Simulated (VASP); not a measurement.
# WS2 (R3m) in VASP: notebook

Runs on WS2. Level: PBEsol. Tasks: single point.

Everything below comes from runs of VASP 6.6.1. Logs are shortened: lines on timing, memory, paths and dates and some standing lists are left out, and cuts for length are marked.

## Step 1: The cell of the first run

Symmetry: R3m, No. 160, trigonal system. The conventional cell has a = 3.185 Å, b = 3.185 Å, c = 19.469 Å, α = 90.00°, β = 90.00°, γ = 120.00°. W (site symmetry 3m) has 6 S at 2.41 Å and 6 W at 3.18 Å within 3.2 Å. S (site symmetry 3m) has 3 W at 2.41 Å and 7 S at 3.12 to 3.18 Å within 3.2 Å. S (site symmetry 3m) has 3 W at 2.41 Å and 7 S at 3.12 to 3.18 Å within 3.2 Å.

## Step 2: Single point, PBEsol

The input, INCAR:

```
SYSTEM = WS2
PREC     = Accurate       ! precision mode
ENCUT    = 520            ! plane-wave cutoff, eV
EDIFF    = 1E-6           ! SCF threshold, eV
ISMEAR   = 0              ! smearing method
SIGMA    = 0.1            ! smearing width, eV
LREAL    = .FALSE.        ! projectors in reciprocal space
LASPH    = .TRUE.         ! aspherical terms in the spheres
NELM     = 100            ! most SCF steps
ALGO     = Normal         ! electronic algorithm
ISIF     = 2              ! what is computed and relaxed
LWAVE    = .FALSE.        ! write WAVECAR
LCHARG   = .TRUE.         ! write CHGCAR
GGA      = PS             ! functional
LELF     = .TRUE.         ! ELF
LVHAR    = .TRUE.       
NBANDS   = 20             ! bands
```

The input, KPOINTS:

```
regular mesh
0
G
  6 6 6
  0 0 0
```

The input, POSCAR:

```
WS2
1.0
    1.5924332554      0.9193917687      6.4898005779
   -1.5924332554      0.9193917687      6.4898005779
    0.0000000000     -1.8387835373      6.4898005779
W S
1 2
Direct
    0.0006678700      0.0006678700      0.0006678700
    0.4141123200      0.4141123200      0.4141123200
    0.2539198100      0.2539198100      0.2539198100
```

Potentials or basis: VASP PAW PBE potentials, release 64 (W_sv, S).

The run is started by

```bash
$ cat potpaw_PBE.64/W_sv/POTCAR potpaw_PBE.64/S/POTCAR > POTCAR
$ mpirun -np 1 vasp_std > vasp.out
```

OUTCAR:

```text
SYSTEM = WS2
   PREC = Accurate
   ENCUT = 520
   EDIFF = 1E-6
   ISMEAR = 0
   LREAL = .FALSE.
   LASPH = .TRUE.
   NELM = 100
   ISIF = 2
   GGA = PS

 ion  position               nearest neighbor table
   1  0.001  0.001  0.001-   3 2.41   3 2.41   3 2.41   2 2.41   2 2.41   2 2.41
   2  0.414  0.414  0.414-   1 2.41   1 2.41   1 2.41
   3  0.254  0.254  0.254-   1 2.41   1 2.41   1 2.41

  LATTYP: Found a trigonal (rhomboedric) cell.
 ALAT       =     6.7452677069
 COS(alpha) =     0.8885310035

  Lattice vectors:

 A1 = (   1.5924332554,   0.9193917687,   6.4898005779)
 A2 = (  -1.5924332554,   0.9193917687,   6.4898005779)
 A3 = (   0.0000000000,  -1.8387835373,   6.4898005779)

Analysis of symmetry for initial positions (statically):
=====================================================================
 Subroutine PRICEL returns:
 Original cell was already a primitive cell.

 Routine SETGRP: Setting up the symmetry group for a
 trigonal (rhombohedral) supercell.

 Subroutine GETGRP returns: Found  6 space group operations
 (whereof  6 operations were pure point group operations)
 out of a pool of 12 trial point group operations.

The static configuration has the point symmetry C_3v.

Analysis of symmetry for dynamics (positions and initial velocities):
=====================================================================
 Subroutine PRICEL returns:
 Original cell was already a primitive cell.

 Routine SETGRP: Setting up the symmetry group for a
 trigonal (rhombohedral) supercell.

 Subroutine GETGRP returns: Found  6 space group operations
 (whereof  6 operations were pure point group operations)
 out of a pool of 12 trial point group operations.

The dynamic configuration has the point symmetry C_3v.

 Subroutine INISYM returns: Found  6 space group operations
 (whereof  6 operations are pure point group operations),
 and found     1 'primitive' translations

----------------------------------------------------------------------------------------

                                     Primitive cell

  volume of cell :      57.0091

  direct lattice vectors                    reciprocal lattice vectors
     1.592433255  0.919391769  6.489800578     0.313984902  0.181279268  0.051362647
    -1.592433255  0.919391769  6.489800578    -0.313984902  0.181279268  0.051362647
     0.000000000 -1.838783537  6.489800578     0.000000000 -0.362558536  0.051362647

  length of vectors
     6.745267707  6.745267707  6.745267707     0.366178663  0.366178663  0.366178663

  position of ions in fractional coordinates (direct lattice)
     0.000667870  0.000667870  0.000667870
     0.414112320  0.414112320  0.414112320
     0.253919810  0.253919810  0.253919810

  ion indices of the primitive-cell ions
   primitive index   ion index
                 1           1
                 2           2
                 3           3

----------------------------------------------------------------------------------------

 KPOINTS: regular mesh

Automatic generation of k-mesh.
 Grid dimensions read from file:
 generate k-points for:    6    6    6

 Generating k-lattice:

  Cartesian coordinates                     Fractional coordinates (reciprocal lattice)
     0.052330817  0.030213211  0.008560441     0.166666667  0.000000000 -0.000000000
    -0.052330817  0.030213211  0.008560441     0.000000000  0.166666667 -0.000000000
     0.000000000 -0.060426423  0.008560441    -0.000000000 -0.000000000  0.166666667

  Length of vectors
     0.061029777  0.061029777  0.061029777

  Shift w.r.t. Gamma in fractional coordinates (k-lattice)
     0.000000000  0.000000000  0.000000000

 Subroutine IBZKPT returns following result:
 ===========================================

 Found     32 irreducible k-points:

 Following reciprocal coordinates:
            Coordinates               Weight
  0.000000  0.000000  0.000000      1.000000
  0.166667  0.000000  0.000000      6.000000
  0.333333  0.000000 -0.000000      6.000000
  0.500000 -0.000000  0.000000      3.000000
  0.166667  0.166667 -0.000000      6.000000
  0.333333  0.166667  0.000000     12.000000
[... 16 lines left out ...]
  0.500000  0.500000  0.166667      6.000000
 -0.333333  0.500000  0.166667     12.000000
 [... further k-points ...]
   k-points           NKPTS =     32   k-points in BZ     NKDIM =     32   number of bands    NBANDS=     20
   number of dos      NEDOS =    301   number of ions     NIONS =      3
   total plane-waves  NPLWV = 125000
   dimension x,y,z NGX =    50 NGY =   50 NGZ =   50
   dimension x,y,z NGXF=   100 NGYF=  100 NGZF=  100
   ions per type =               1   2
   NGX,Y,Z   is equivalent  to a cutoff of  12.32, 12.32, 12.32 a.u.
   NGXF,Y,Z  is equivalent  to a cutoff of  24.65, 24.65, 24.65 a.u.
 SYSTEM =  WS2
   PREC   = accura    normal or accurate (medium, high low for compatibility)
   ISTART =      0    job   : 0-new  1-cont  2-samecut
   ICHARG =      2    charge: 1-file 2-atom 10-const
[... 42 lines left out ...]
   NGX = 25   NGY = 25   NGZ = 25

 number of electron      26.0000001 magnetization

 Free energy of the ion-electron system (eV)
  ---------------------------------------------------
  ext. energy  EPLUGINS =         0.00000000
  ---------------------------------------------------
  free energy    TOTEN  =       -25.25670326 eV

  energy without entropy =      -25.25670326  energy(sigma->0) =      -25.25670326

 E-fermi :   7.0021     XC(G=0): -10.6492

 val. band max:        6.4373961777   @ k =   0.5000   0.5000   0.5000
 cond. band min:       7.6627906651   @ k =  -0.1667   0.1667   0.0000
 fundamental gap:      1.2253944873
 Fermi energy:         7.0021276099

 k-point     1 :       0.0000    0.0000    0.0000
  band No.  band energies     occupation
      1     -68.0531      2.00000
      2     -32.3018      2.00000
      3     -32.1451      2.00000
      4     -32.1451      2.00000
      5      -8.9125      2.00000
      6      -7.0632      2.00000
[... 12 lines left out ...]
     19      14.0939      0.00000
     20      14.3682      0.00000

 k-point     2 :       0.1667    0.0000    0.0000
  band No.  band energies     occupation
      1     -68.0489      2.00000
      2     -32.2865      2.00000
      3     -32.2301      2.00000
      4     -32.1650      2.00000
      5      -8.4652      2.00000
      6      -6.9229      2.00000
[... 12 lines left out ...]
     19      14.6341      0.00000
     20      15.4787      0.00000

 k-point     3 :       0.3333    0.0000   -0.0000
  band No.  band energies     occupation
      1     -68.0406      2.00000
      2     -32.3965      2.00000
      3     -32.2557      2.00000
      4     -32.2043      2.00000
      5      -7.4104      2.00000
      6      -6.6002      2.00000
[... 12 lines left out ...]
     19      13.6577      0.00000
     20      14.2350      0.00000

 k-point     4 :       0.5000   -0.0000    0.0000
  band No.  band energies     occupation
      1     -68.0364      2.00000
      2     -32.4778      2.00000
      3     -32.2402      2.00000
      4     -32.2239      2.00000
      5      -6.7387      2.00000
      6      -6.4120      2.00000
[... 12 lines left out ...]
     19      13.1401      0.00000
     20      13.7925      0.00000

 k-point     5 :       0.1667    0.1667   -0.0000
  band No.  band energies     occupation
      1     -68.0489      2.00000
      2     -32.2865      2.00000
      3     -32.2302      2.00000
      4     -32.1650      2.00000
      5      -8.4562      2.00000
      6      -6.9399      2.00000
[... 12 lines left out ...]
     19      14.6450      0.00000
     20      15.3599      0.00000
[... 353 lines left out ...]
      6      -6.4373      2.00000
[... 12 lines left out ...]
     19      14.5975      0.00000
     20      14.7195      0.00000

 k-point    22 :      -0.1667    0.3333    0.1667
  band No.  band energies     occupation
      1     -68.0364      2.00000
      2     -32.4364      2.00000
      3     -32.2669      2.00000
      4     -32.2402      2.00000
      5      -6.7592      2.00000
      6      -6.3982      2.00000
[... 12 lines left out ...]
     19      14.2294      0.00000
     20      14.8050      0.00000

 k-point    23 :       0.5000    0.5000    0.1667
  band No.  band energies     occupation
      1     -68.0406      2.00000
      2     -32.3965      2.00000
      3     -32.2557      2.00000
      4     -32.2043      2.00000
      5      -7.3356      2.00000
      6      -6.7018      2.00000
[... 12 lines left out ...]
     19      13.6380      0.00000
     20      15.0614      0.00000

 k-point    24 :      -0.3333    0.5000    0.1667
  band No.  band energies     occupation
      1     -68.0364      2.00000
      2     -32.4364      2.00000
      3     -32.2669      2.00000
      4     -32.2402      2.00000
      5      -6.7109      2.00000
      6      -6.4530      2.00000
[... 12 lines left out ...]
     19      14.2038      0.00000
     20      14.6905      0.00000

 [... further k-points ...]

------------------------ aborting loop because EDIFF is reached ----------------------------------------

  FORCE on cell =-STRESS in cart. coord.  units (eV):
  Direction    XX          YY          ZZ          XY          YZ          ZX
  --------------------------------------------------------------------------------------
  -------------------------------------------------------------------------------------
  Total       -1.2811300     -1.2811300     -0.3997592     -0.0000000     -0.0000000     -0.0000000
  in kB      -36.0047125    -36.0047125    -11.2347820     -0.0000000     -0.0000000     -0.0000000
  external PRESSURE =     -27.7480690 kB  Pullay stress =       0.0000000 kB

 VOLUME and BASIS-vectors are now :
 -----------------------------------------------------------------------------
  energy-cutoff  :      520.00
  volume of cell :       57.01
      direct lattice vectors                 reciprocal lattice vectors
     1.592433255  0.919391769  6.489800578     0.313984902  0.181279268  0.051362647
    -1.592433255  0.919391769  6.489800578    -0.313984902  0.181279268  0.051362647
     0.000000000 -1.838783537  6.489800578     0.000000000 -0.362558536  0.051362647

 POSITION                                       TOTAL-FORCE (eV/Angst)
 -----------------------------------------------------------------------------------
      0.00000      0.00000      0.01300         0.000000      0.000000      0.005783
      0.00000      0.00000      8.06252         0.000000     -0.000000     -0.090346
      0.00000      0.00000      4.94367         0.000000      0.000000      0.084564
 -----------------------------------------------------------------------------------
    total drift:                                0.000000     -0.000000     -0.000116

  FREE ENERGIE OF THE ION-ELECTRON SYSTEM (eV)
  ---------------------------------------------------
  free  energy   TOTEN  =       -25.2567032621 eV

  energy  without entropy=      -25.2567032621  energy(sigma->0) =      -25.25670326
```

Wall time 82 s (1 thread of AMD EPYC 9R45 (Zen 5), shared host); peak memory 0.3 GiB.

Results:

* Free energy: -25.2567 eV
* Pressure: -2.8 GPa
* Largest force: 0.090 eV/Å
* Band gap on the k mesh: 1.23 eV, indirect (least direct gap 1.78 eV)

Forces on the atoms (eV/Å):
```
W    0.000  0.000  0.006
S    0.000  0.000 -0.090
S    0.000  0.000  0.085
```

Stress tensor (GPa, compression positive):
```
-3.60  0.00  0.00
 0.00 -3.60  0.00
 0.00  0.00 -1.12
```

Caveat: the PAW data sets were made with another functional, which shifts forces and pressure a little; spin-orbit coupling is left out, which moves the levels of the heavy elements.

## Step 3: Single point, PBEsol (biaxial strain in the a-b plane: -3.0 %)

The input, INCAR:

```
SYSTEM = WS2
ALGO     = Normal         ! electronic algorithm
EDIFF    = 1E-6           ! SCF threshold, eV
ENCUT    = 520            ! plane-wave cutoff, eV
GGA      = PS             ! functional
ISIF     = 2              ! what is computed and relaxed
ISMEAR   = 0              ! smearing method
LASPH    = .TRUE.         ! aspherical terms in the spheres
LCHARG   = .FALSE.        ! write CHGCAR
LREAL    = .FALSE.        ! projectors in reciprocal space
LWAVE    = .FALSE.        ! write WAVECAR
NBANDS   = 49             ! bands
NELM     = 80             ! most SCF steps
PREC     = Accurate       ! precision mode
SIGMA    = 0.02           ! smearing width, eV
```

The input, KPOINTS:

```
k-points
0
G
  12 12 2
  0 0 0
```

The input, POSCAR:

```
WS2
1.0
    3.0528602337      0.0000000000      0.0000000000
   -1.5264301169      2.6438545166      0.0000000000
    0.0000000000      0.0000000000     19.4997379219
W S
3 6
Direct
    0.6666666667      0.3333333333      0.3326618767
    0.3333333333      0.6666666667      0.6659952100
    0.0000000000      0.0000000000      0.9993285434
    0.3333333333      0.6666666667      0.2506833573
    0.6666666667      0.3333333333      0.0812880994
    0.0000000000      0.0000000000      0.5840166906
    0.3333333333      0.6666666667      0.4146214327
    0.6666666667      0.3333333333      0.9173500240
    0.0000000000      0.0000000000      0.7479547660
```

Potentials or basis: VASP PAW PBE potentials, release 64 (W_sv, S).

The run is started by

```bash
$ cat potpaw_PBE.64/W_sv/POTCAR potpaw_PBE.64/S/POTCAR > POTCAR
$ mpirun -np 1 vasp_std > vasp.out
```

Wall time 5.9 min (1 thread of Intel Xeon 6975P-C, shared host); peak memory 0.4 GiB.

It converged, with:

| Property | Result |
| --- | --- |
| Free energy | -75.5275 eV |
| Pressure | 7.1 GPa |
| Largest force | 0.112 eV/Å |
| Band gap on the k mesh | 1.35 eV |

Forces in eV/Å, atoms in the order of the input:
```
W    0.000  0.000  0.000
W    0.000  0.000  0.000
W    0.000  0.000  0.000
S    0.000  0.000 -0.112
S    0.000  0.000  0.112
S    0.000  0.000 -0.112
S    0.000  0.000  0.112
S    0.000  0.000 -0.112
S    0.000  0.000  0.112
```

Stress tensor (GPa, compression positive):
```
10.14  0.00  0.00
 0.00 10.14  0.00
 0.00  0.00  1.04
```

Levels at points of the mesh, in eV from the valence-band top:
| k point | band 37 | band 38 | band 39 | band 40 | band 41 | band 42 |
| --- | --- | --- | --- | --- | --- | --- |
| (0.00, 0.00, 0.00) | -1.19 | -0.17 | -0.17 | 3.09 | 3.09 | 3.11 |
| (0.50, 0.00, 0.00) | -1.11 | -1.03 | -1.03 | 3.29 | 3.29 | 3.35 |
| (0.00, 0.00, 0.50) | -0.65 | -0.65 | 0.00 | 3.09 | 3.09 | 3.10 |
| (0.50, 0.00, 0.50) | -1.09 | -1.09 | -1.00 | 3.20 | 3.35 | 3.35 |

Caveat: the cell differs from its parent crystal (biaxial strain in the a-b plane: -3.0 %); the PAW data sets were made with another functional, which shifts forces and pressure a little; spin-orbit coupling is left out, which moves the levels of the heavy elements; this functional lacks dispersion, which binds the layers, so the pressure and a relaxed spacing across them are unreliable. A k mesh can miss the band edges.

## Step 4: Single point, PBEsol (biaxial strain in the a-b plane: -3.0 %, then relaxed in part)

The input, INCAR:

```
PREC = Accurate
ENCUT = 520
EDIFF = 1E-7
ISMEAR = 0
SIGMA = 0.02
LREAL = F
LASPH = T
NELM = 60
ALGO = Normal
ISIF = 2
LWAVE = F
LCHARG = F
GGA = PS
NBANDS = 49
```

The input, KPOINTS:

```
Automatic mesh
0
Gamma
  12 12 2
```

The input, POSCAR:

```
WS2
1.0
    3.0528602337      0.0000000000      0.0000000000
   -1.5264301169      2.6438545166      0.0000000000
    0.0000000000      0.0000000000     19.5268642879
W S
3 6
Direct
    0.6666666667      0.3333333333      0.3326619168
    0.3333333333      0.6666666667      0.6659952502
    0.0000000000      0.0000000000      0.9993285835
    0.3333333333      0.6666666667      0.2505789477
    0.6666666667      0.3333333333      0.0813924688
    0.0000000000      0.0000000000      0.5839122810
    0.3333333333      0.6666666667      0.4147258022
    0.6666666667      0.3333333333      0.9172456144
    0.0000000000      0.0000000000      0.7480591355
```

The run is started by

```bash
$ cat potpaw_PBE.64/W_sv/POTCAR potpaw_PBE.64/S/POTCAR > POTCAR
$ mpirun -np 1 vasp_std > vasp.out
```

Wall time 6.7 min (1 thread of Intel Xeon 6975P-C, shared host); peak memory 0.41 GiB.

It converged, with:

| Property | Result |
| --- | --- |
| Free energy | -75.5292 eV |
| Pressure | 6.6 GPa |
| Largest force | 0.023 eV/Å |
| Band gap on the k mesh | 1.35 eV |

Forces on the atoms (eV/Å):
```
W    0.000  0.000  0.000
W    0.000  0.000  0.000
W    0.000  0.000  0.000
S    0.000  0.000 -0.023
S    0.000  0.000  0.023
S    0.000  0.000 -0.023
S    0.000  0.000  0.023
S    0.000  0.000 -0.023
S    0.000  0.000  0.023
```

Stress tensor (GPa, compression positive):
```
9.80 0.00 0.00
0.00 9.80 0.00
0.00 0.00 0.16
```

Levels at points of the mesh, in eV from the valence-band top:
```csv
k point,band 37,band 38,band 39,band 40,band 41,band 42
"(0.00, 0.00, 0.00)",-1.19,-0.17,-0.17,3.11,3.11,3.13
"(0.50, 0.00, 0.00)",-1.08,-1.00,-1.00,3.29,3.29,3.37
"(0.00, 0.00, 0.50)",-0.65,-0.65,0.00,3.11,3.11,3.11
"(0.50, 0.00, 0.50)",-1.06,-1.06,-0.97,3.21,3.38,3.38
```

Caveat: the cell differs from its parent crystal (biaxial strain in the a-b plane: -3.0 %, then relaxed in part); the PAW data sets were made with another functional, which shifts forces and pressure a little; spin-orbit coupling is left out, which moves the levels of the heavy elements; this functional lacks dispersion, which binds the layers, so the pressure and a relaxed spacing across them are unreliable.

## Step 5: Summary

```tsv
cell	k mesh	smearing	gap on the mesh (eV)	pressure (GPa)	largest force (eV/Å)
a = 6.745 Å, angles 27.3°, 3 atoms	6 × 6 × 6	gaussian 0.1 eV	1.23	-2.8	0.09
a = 3.053, b = 3.053, c = 19.500 Å, angles 90.0, 90.0, 120.0°, 9 atoms	12 × 12 × 2	gaussian 0.02 eV	1.35	7.1	0.11
a = 3.053, b = 3.053, c = 19.527 Å, angles 90.0, 90.0, 120.0°, 9 atoms	12 × 12 × 2	gaussian 0.02 eV	1.35	6.6	0.02
```

Alike in all rows: task single point; level PBEsol; potentials or basis VASP PAW PBE potentials, release 64 (W_sv, S); no spin polarisation; cutoff (eV) 520.

Caveats: the PAW data sets were made with another functional, which shifts forces and pressure a little; spin-orbit coupling is left out, which moves the levels of the heavy elements; this functional lacks dispersion, which binds the layers, so the pressure and a relaxed spacing across them are unreliable (some runs).

Total energies depend on the potentials used, so only differences within one code and one set of settings carry meaning.
